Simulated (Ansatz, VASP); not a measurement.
## Two plane-wave programs on TlCuI3

```xyz
5
Lattice="5.3747 0.0000 0.0000 0.0000 5.3747 0.0000 0.0000 0.0000 5.3747" Properties=species:S:1:pos:R:3 pbc="T T T"
Tl    2.6874    2.6874    2.6874
Cu    0.0000    0.0000    0.0000
I     2.6874    0.0000    0.0000
I     0.0000    2.6874    0.0000
I     0.0000    0.0000    2.6874
```

Alike in both runs: task single point; functional PBE; k mesh 8 × 8 × 8; occupations gaussian, width 0.1 eV; no spin polarisation.

|  | VASP | Ansatz |
| --- | --- | --- |
| version | VASP 6.6.1 | Ansatz 0.2.0 |
| potentials or method | VASP PAW PBE potentials, release 64 (Tl_d, Cu, I), cutoff 520 eV | scalar-relativistic, plane waves, PAW |
| valence electrons in the cell | 45 | 83 |

```tsv
	VASP	Ansatz	Ansatz less VASP
gap on the k mesh at the Fermi level (eV)	none	none	-
pressure (GPa)	3.0	3.0	+0.01
```

A gap of «none» marks a metal or a gap that the smearing closes. With one functional, cell and mesh, what is left measures potentials, basis and numerics. VASP's potentials hold 45 valence electrons a cell and Ansatz's 83, so a difference there can come from the potentials and not from the codes.

Neither program's run includes spin-orbit coupling.
